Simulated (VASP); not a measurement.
C: single point with PBE

The system is C.

```
C
1.0
     2.47601    0.00000    0.00000
    -1.23801    2.14429    0.00000
     0.00000    0.00000    8.16600
C
8
Direct
  0.00000 0.00000 0.09297
  0.00000 0.00000 0.59297
  0.00000 0.00000 0.40703
  0.00000 0.00000 0.90703
  0.33333 0.66667 0.15553
  0.66667 0.33333 0.65553
  0.33333 0.66667 0.34447
  0.66667 0.33333 0.84447
```

| Item | Value |
| --- | --- |
| Program | VASP 6.6.1 |
| Task | single point |
| Functional | PBE |
| Potentials or basis | VASP PAW PBE potentials, release 64 (C) |
| Cutoff | 520 eV |
| k mesh | 12 × 12 × 4 |
| Occupations | gaussian, width 0.05 eV |
| Spin | no spin polarisation |
| Dipole correction | no |
| Further INCAR settings | ALGO = Normal; EDIFF = 1e-07; NBANDS = 26 |

The pressure is 24.9 GPa. The largest force is 0.048 eV/Å. The band gap on the k mesh is 4.66 eV, indirect (least direct gap 5.41 eV).

Forces on the atoms (eV/Å):
```
C    0.000  0.000 -0.021
C    0.000  0.000 -0.021
C    0.000  0.000  0.021
C    0.000  0.000  0.021
C    0.000  0.000  0.048
C    0.000  0.000  0.048
C    0.000  0.000 -0.048
C    0.000  0.000 -0.048
```

Stress tensor (GPa, compression positive):
```
24.86  0.00  0.00
 0.00 24.86  0.00
 0.00  0.00 24.96
```

Levels at points of the mesh, in eV from the valence-band top:
| k point | band 14 | band 15 | band 16 | band 17 | band 18 | band 19 |
| --- | --- | --- | --- | --- | --- | --- |
| (0.00, 0.00, 0.00) | -0.24 | 0.00 | 0.00 | 5.41 | 5.41 | 5.59 |
| (0.50, 0.00, 0.00) | -4.86 | -3.85 | -3.09 | 4.71 | 5.74 | 6.13 |
| (0.00, 0.00, 0.50) | -0.68 | -0.68 | -0.68 | 6.21 | 6.21 | 6.21 |
| (0.50, 0.00, 0.50) | -4.93 | -3.83 | -3.83 | 5.06 | 5.06 | 7.14 |

Wall time 46 s on 1 thread of Intel(R) Xeon(R) Platinum 8259CL CPU @ 2.50GHz (Skylake/Cascade Lake), on a shared host, peak memory 0.17 GiB.

A k mesh can miss the band edges.
